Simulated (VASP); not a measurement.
# CaY (C2/m) in VASP: a series of runs

The runs below take CaY through single point, with LDA.

All numbers are computed with VASP 6.6.1; they aren't measurements. Logs are shortened: lines on timing, memory, paths and dates and some standing lists are left out, and cuts for length are marked.

**1. The cell of the first run**

Symmetry: C2/m, No. 12, monoclinic system. Conventional cell: a = 3.953 Å, b = 5.866 Å, c = 6.176 Å, α = 90.00°, β = 90.28°, γ = 90.00°. Within 4.6 Å of Ca (site symmetry 2/m) lie 6 Ca at 3.54 to 3.95 Å and 8 Y at 3.66 to 4.26 Å. Y (site symmetry 2/m) has 6 Y at 3.54 to 3.95 Å and 8 Ca at 3.66 to 4.26 Å within 4.6 Å.

**2. Single point, LDA, collinear spin**

Input file INCAR:

```
SYSTEM = CaY
PREC = Accurate
ENCUT = 520
EDIFF = 1E-7
ISMEAR = -1
SIGMA = 0.1
LREAL = .False.
LASPH = .True.
NELM = 150
ALGO = Normal
ISIF = 2
LWAVE = .False.
LCHARG = .False.
ISPIN = 2
MAGMOM = 0 1.6
LORBIT = 11
NUPDOWN = 1.6
LMAXMIX = 4
NBANDS = 22
```

Input file KPOINTS:

```
regular mesh
0
Gamma
  9 9 5
  0 0 0
```

Input file POSCAR:

```
CaY
1.0
    1.9766574348     -2.9332380000      0.0000000000
    1.9766574348      2.9332380000      0.0000000000
   -0.0302115573      0.0000000000      6.1761332710
Ca Y
1 1
Direct
    0.0000000000      0.0000000000      0.0000000000
    0.5000000000      0.5000000000      0.5000000000
```

Potentials or basis: VASP PAW LDA potentials, release 64 (Ca_sv, Y_sv).

The run is started by

```bash
$ cat potpaw_LDA.64/Ca_sv/POTCAR potpaw_LDA.64/Y_sv/POTCAR > POTCAR
$ mpirun -np 1 vasp_std > vasp.out
```

OUTCAR:

```text
SYSTEM = CaY
   PREC = Accurate
   ENCUT = 520
   EDIFF = 1E-7
   ISMEAR = -1
   LREAL = .False.
   LASPH = .True.
   NELM = 150
   ISIF = 2
   ISPIN = 2
   LORBIT = 11
   NUPDOWN = 1.6

 ion  position               nearest neighbor table
   1  0.000  0.000  0.000-   2 3.66   2 3.66   2 3.67   2 3.67
   2  0.500  0.500  0.500-   1 3.66   1 3.66   1 3.67   1 3.67

  LATTYP: Found a base centered monoclinic cell.
 ALAT       =     3.9533148696
 B/A-ratio  =     1.4839384652
 C/A-ratio  =     1.5622856683
 COS(beta)  =    -0.0048916036

  Lattice vectors:

 A1 = (   1.9766574348,  -2.9332380000,   0.0000000000)
 A2 = (   1.9766574348,   2.9332380000,   0.0000000000)
 A3 = (  -0.0302115573,   0.0000000000,   6.1761332710)

Analysis of symmetry for initial positions (statically):
=====================================================================
 Subroutine PRICEL returns:
 Original cell was already a primitive cell.

 Routine SETGRP: Setting up the symmetry group for a
 base centered monoclinic supercell.

 Subroutine GETGRP returns: Found  4 space group operations
 (whereof  4 operations were pure point group operations)
 out of a pool of  4 trial point group operations.

The static configuration has the point symmetry C_2h.

Analysis of symmetry for dynamics (positions and initial velocities):
=====================================================================
 Subroutine PRICEL returns:
 Original cell was already a primitive cell.

 Routine SETGRP: Setting up the symmetry group for a
 base centered monoclinic supercell.

 Subroutine GETGRP returns: Found  4 space group operations
 (whereof  4 operations were pure point group operations)
 out of a pool of  4 trial point group operations.

The dynamic configuration has the point symmetry C_2h.

Analysis of structural, dynamic, and magnetic symmetry:
=====================================================================
 Subroutine PRICEL returns:
 Original cell was already a primitive cell.

 Routine SETGRP: Setting up the symmetry group for a
 base centered monoclinic supercell.

 Subroutine GETGRP returns: Found  4 space group operations
 (whereof  4 operations were pure point group operations)
 out of a pool of  4 trial point group operations.

[... 112 lines left out ...]
   NUPDOWN=       1.6000    fix difference up-down
   EMIN   =  10.00;   EMAX   =-10.00  energy-range for DOS
   EFERMI =   0.00;   METHOD = LEGACY
   ISMEAR =    -1;   SIGMA  =   0.10  broadening in eV -4-tet -1-fermi 0-gaus
   EFERMI_NEDOS =   21; number of points for ismear=-14 and -15
   IALGO  =     38    algorithm
   IMIX   =      4    mixing-type and parameters
     AMIX     =   0.40;   BMIX     =  1.00
     AMIX_MAG =   1.60;   BMIX_MAG =  1.00
  volume/ion in A,a.u.               =      35.81       241.65
  Fermi-wavevector in a.u.,A,eV,Ry     =   1.087609  2.055283 16.094242  1.182893
  Thomas-Fermi vector in A             =   2.223772
   LORBIT       =     11    0 simple, 1 ext, 2 COOP (PROOUT), +10 PAW based schemes
   GGA     = CA    functional components
   LHFCALC =     F    Hartree Fock is set to
   AEXX    =    0.0000 exact exchange contribution
   IVDW    =     0    specifies the selected vdW correction
   LEPSILON=     F    determine dielectric tensor
   LRPA    =     F    only Hartree local field effects (RPA)
 spin polarized calculation
  energy-cutoff  :      520.00
  volume of cell :       71.62
 maximum number of plane-waves:      1963
   NGX = 13   NGY = 13   NGZ = 23

 number of electron      21.0000001 magnetization       1.6000000

 Free energy of the ion-electron system (eV)
  ---------------------------------------------------
  ext. energy  EPLUGINS =         0.00000000
  ---------------------------------------------------
  free energy    TOTEN  =        -8.69441124 eV

  energy without entropy =       -8.58249936  energy(sigma->0) =       -8.63845530

 E-fermi :   2.1025     XC(G=0):  -8.8936

 val. band max:        2.6078027561   @ k =   0.0000   0.0000   0.4000
 cond. band min:       2.1042600728   @ k =   0.3333   0.3333   0.2000
 fundamental gap:     -0.5035426833
 Fermi energy:         2.6092288157

 spin component 1

 k-point     1 :       0.0000    0.0000    0.0000
  band No.  band energies     occupation
      1     -40.4485      1.00000
      2     -38.6110      1.00000
      3     -20.6350      1.00000
      4     -20.3966      1.00000
      5     -20.3183      1.00000
      6     -19.8723      1.00000
[... 589 lines left out ...]
     21       7.8778      0.00000
     22       8.2593      0.00000

 [... further k-points ...]

 spin component 2

 k-point     1 :       0.0000    0.0000    0.0000
  band No.  band energies     occupation
      1     -40.2041      1.00000
      2     -38.5008      1.00000
      3     -20.3537      1.00000
      4     -20.1061      1.00000
      5     -20.0205      1.00000
      6     -19.7407      1.00000
[... 589 lines left out ...]
     21       8.2717      0.00000
     22       8.7064      0.00000

 [... further k-points ...]
[... 5 lines left out ...]
  --------------------------------------------------------------------------------------
  -------------------------------------------------------------------------------------
  Total       -0.7912718     -0.3157725     -1.0933442      0.0000000      0.0000000      0.0467106
  in kB      -17.7015349     -7.0641435    -24.4591931      0.0000000      0.0000000      1.0449631
  external PRESSURE =     -16.4082905 kB  Pullay stress =       0.0000000 kB

 VOLUME and BASIS-vectors are now :
 -----------------------------------------------------------------------------
  energy-cutoff  :      520.00
  volume of cell :       71.62
      direct lattice vectors                 reciprocal lattice vectors
     1.976657435 -2.933238000  0.000000000     0.252952278 -0.170460085  0.001237357
     1.976657435  2.933238000  0.000000000     0.252952278  0.170460085  0.001237357
    -0.030211557  0.000000000  6.176133271     0.000000000  0.000000000  0.161913605

 POSITION                                       TOTAL-FORCE (eV/Angst)
 -----------------------------------------------------------------------------------
      0.00000      0.00000      0.00000        -0.000000     -0.000000      0.000000
      1.96155      0.00000      3.08807         0.000000      0.000000      0.000000
 -----------------------------------------------------------------------------------
    total drift:                                0.000000      0.000000      0.000000

  FREE ENERGIE OF THE ION-ELECTRON SYSTEM (eV)
  ---------------------------------------------------
  free  energy   TOTEN  =        -8.6944112395 eV

  energy  without entropy=       -8.5824993573  energy(sigma->0) =       -8.63845530

 total charge

# of ion       s       p       d       f       tot
--------------------------------------------------
    1        2.087   5.829   0.216   0.000   8.133
    2        2.278   6.196   0.889   0.004   9.367
--------------------------------------------------
tot          4.365  12.025   1.105   0.004  17.500

 magnetization (x)

# of ion       s       p       d       f       tot
--------------------------------------------------
    1        0.003   0.026   0.101   0.000   0.129
    2        0.011   0.146   0.476   0.003   0.635
--------------------------------------------------
tot          0.013   0.171   0.577   0.003   0.764
```

stdout:

```text
POSCAR found type information on POSCAR CaY
 POSCAR found :  2 types and       2 ions
 scaLAPACK will be used
 LDA part: xc-table for (Slater(with rela. corr.)+CA(PZ))
 , standard interpolation
 POSCAR, INCAR and KPOINTS ok, starting setup
 FFT: planning ... GRIDC
 FFT: planning ... GRID_SOFT
 FFT: planning ... GRID
 WAVECAR not read
 entering main loop
```

Run time: 4.4 min. Hardware: 1 thread of Intel Xeon Platinum 8488C (Sapphire Rapids), shared host; peak memory 0.39 GiB.

What came out:

- Free energy: -8.6944 eV
- Pressure: -1.6 GPa
- Net moment: 1.60 μB per cell
- Site moments: Ca +0.13; Y +0.64 μB
- Valence electrons inside the program's atomic spheres: Ca 8.13; Y 9.37

Caveat: the total moment is fixed, so each spin has its own Fermi level and the state may be an excited one.

**3. Single point, LDA, collinear spin**

Input file INCAR:

```
SYSTEM = CaY
PREC = Accurate
ENCUT = 520
EDIFF = 1E-7
ISMEAR = -1
SIGMA = 0.1
LREAL = .FALSE.
LASPH = .TRUE.
NELM = 150
ALGO = Normal
ISIF = 2
LWAVE = .FALSE.
LCHARG = .TRUE.
ISPIN = 2
MAGMOM = 0 0.9
LORBIT = 11
NUPDOWN = 0.9
LMAXMIX = 4
LELF = .TRUE.
LVHAR = .TRUE.
NBANDS = 22
```

Input file KPOINTS:

```
regular mesh
0
G
  9 9 5
  0 0 0
```

POSCAR is that of step 2.

Potentials or basis: VASP PAW LDA potentials, release 64 (Ca_sv, Y_sv).

The run is started by

```bash
$ cat potpaw_LDA.64/Ca_sv/POTCAR potpaw_LDA.64/Y_sv/POTCAR > POTCAR
$ mpirun -np 1 vasp_std > vasp.out
```

Run time: 2.5 min. Hardware: 1 thread of Intel Xeon 6975P-C (Granite Rapids), shared host; peak memory 0.4 GiB.

Results (log left out):

| Property | Result |
| --- | --- |
| Free energy | -8.8272 eV |
| Pressure | -2.2 GPa |
| Net moment | 0.90 μB per cell |
| Site moments | Ca +0.07; Y +0.37 μB |
| Valence electrons inside the program's atomic spheres | Ca 8.13; Y 9.35 |

Stress tensor (GPa, compression positive):
```
-2.27  0.00  0.09
 0.00 -1.60  0.00
 0.09  0.00 -2.78
```

Caveat: the total moment is fixed, so each spin has its own Fermi level and the state may be an excited one.

**4. Single point, LDA, collinear spin**

Input file INCAR:

```
PREC = Accurate
ENCUT = 520
EDIFF = 1E-6
ISMEAR = -1
SIGMA = 0.1
LREAL = F
LASPH = T
NELM = 150
ALGO = Normal
ISIF = 2
LWAVE = F
LCHARG = T
ISPIN = 2
MAGMOM = 0 1.2
LORBIT = 11
NUPDOWN = 1.2
LMAXMIX = 4
GGA = CA
LELF = T
LVHAR = T
NBANDS = 22
```

Input file KPOINTS:

```
regular mesh
0
Gamma
  9 9 5
```

POSCAR is that of step 3.

The run is started by

```bash
$ cat potpaw_LDA.64/Ca_sv/POTCAR potpaw_LDA.64/Y_sv/POTCAR > POTCAR
$ mpirun -np 1 vasp_std > vasp.out
```

Run time: 2.4 min. Hardware: 1 thread of Intel Xeon 6975P-C (Granite Rapids), shared host; peak memory 0.4 GiB.

The run converged. Its results:

```
Free energy                                           : -8.7812 eV
Pressure                                              : -2.0 GPa
Net moment                                            : 1.20 μB per cell
Site moments                                          : Ca +0.09; Y +0.49 μB
Valence electrons inside the program's atomic spheres : Ca 8.13; Y 9.36
```

Stress tensor (GPa, compression positive):
```
-2.08  0.00  0.10
 0.00 -1.19  0.00
 0.10  0.00 -2.68
```

Caveat: the total moment is fixed, so each spin has its own Fermi level and the state may be an excited one.

**5. Overview**

| fixed moment (μB) | pressure (GPa) | moment (μB) |
| --- | --- | --- |
| 1.6 | -1.6 | 1.60 |
| 0.9 | -2.2 | 0.90 |
| 1.2 | -2.0 | 1.20 |

Alike in all rows: task single point; level LDA; potentials or basis VASP PAW LDA potentials, release 64 (Ca_sv, Y_sv); spin collinear; cell as given; k mesh 9 × 9 × 5; cutoff (eV) 520; smearing fermi-dirac 0.1 eV.

Caveats: the total moment is fixed, so each spin has its own Fermi level and the state may be an excited one.

Absolute energies hang on the potentials; compare differences alone.
